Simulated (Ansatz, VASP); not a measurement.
## Two plane-wave programs on Cu

INCAR

```
ALGO = Normal ; EDIFF = 1E-7
EDIFFG = -0.01 ; ENCUT = 600
GGA = PE ; IBRION = 2
ISIF = 3 ; ISMEAR = 0
LASPH = T ; LCHARG = F
LREAL = F ; LWAVE = F
NELM = 60 ; NSW = 80
PREC = Accurate ; SIGMA = 0.1
```

The input KPOINTS:

```
k-points
0
Gamma
  6 6 6
```

POSCAR

```
Cu
1.0
   -1.4427933200      1.4427933200      1.3760814500
    1.4427933200     -1.4427933200      1.3760814500
    1.4427933200      1.4427933200     -1.3760814500
Cu
1
Direct
    0.0000000000      0.0000000000      0.0000000000
```

Input for Ansatz:

```yaml
crystal:
  lattice:
    - [-1.44279332, 1.44279332, 1.37608145]
    - [1.44279332, -1.44279332, 1.37608145]
    - [1.44279332, 1.44279332, -1.37608145]
  atoms:
    - { symbol: Cu, position: [0.0, 0.0, 0.0] }
basis:
  ecutwfc: 420
kpoints:
  mp_grid: { grid: [6, 6, 6] }
hamiltonian:
  xc: pbe
scf:
  occupations: { method: gaussian, width: 0.1 }
output:
  forces: true
  stress: true
  eigenvalues: true
relax:
  adjacent_minimum: "off"
  f_tol: 0.01
  max_steps: 60
  cell: { stress_tol: 0.05 }
```

Alike in both runs: task relaxation of cell and atoms; functional PBE; k mesh 6 × 6 × 6; occupations gaussian, width 0.1 eV; no spin polarisation.

|  | VASP | Ansatz |
| --- | --- | --- |
| version | VASP 6.6.1 | Ansatz 0.2.0 |
| potentials or method | VASP PAW PBE potentials, release 64 (Cu), cutoff 600 eV | scalar-relativistic, plane waves, PAW |
| valence electrons in the cell | 11 | 19 |

|  | VASP | Ansatz | Ansatz less VASP |
| --- | --- | --- | --- |
| gap on the k mesh at the Fermi level, each at its own relaxed structure (eV) | none | none | - |
| relaxed volume (Å³/atom) | 12.11 | 12.04 | -0.064 |
| relaxed length of the cell vector where the two differ most in proportion (Å) | 2.508 | 2.504 | -0.0045 |

A gap of «none» marks a metal or a gap that the smearing closes. VASP's potentials hold 11 valence electrons a cell and Ansatz's 19, so a difference there can come from the potentials and not from the codes.

The k mesh is coarse, so the values compare programs but aren't converged.
